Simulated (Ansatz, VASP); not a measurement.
## Nb in VASP and in Ansatz

```
CELL_PARAMETERS angstrom
4.81871 0.00000 0.00000
-2.40935 4.17312 0.00000
0.00000 0.00000 2.66416
ATOMIC_POSITIONS crystal
Nb 0.00000 0.00000 0.00000
Nb 0.33333 0.66667 0.50000
Nb 0.66667 0.33333 0.50000
```

Alike in both runs: functional PBEsol; k mesh 6 × 6 × 6; occupations gaussian, width 0.1 eV; no spin polarisation.

Ansatz relaxed the structure, and its values are those at the end. VASP's run is a single point on that final structure, the one shown.

|  | VASP | Ansatz |
| --- | --- | --- |
| version | VASP 6.6.1 | Ansatz 0.2.0 |
| potentials or method | VASP PAW PBE potentials, release 64 (Nb_sv), cutoff 500 eV | scalar-relativistic, plane waves, PAW |
| valence electrons in the cell | 39 | 39 |

Ansatz gave:

```
gap on the k mesh at the Fermi level (eV) : none
pressure (GPa)                            : 0.1
```

**Question.** What did VASP give for the same quantities?

**Answer.** gap on the k mesh at the Fermi level (eV): none; pressure (GPa): -0.2.

VASP's potentials were made for PBE, not for PBEsol. A gap of «none» marks a metal or a gap that the smearing closes.

The k mesh is coarse, so the values compare programs but aren't converged.
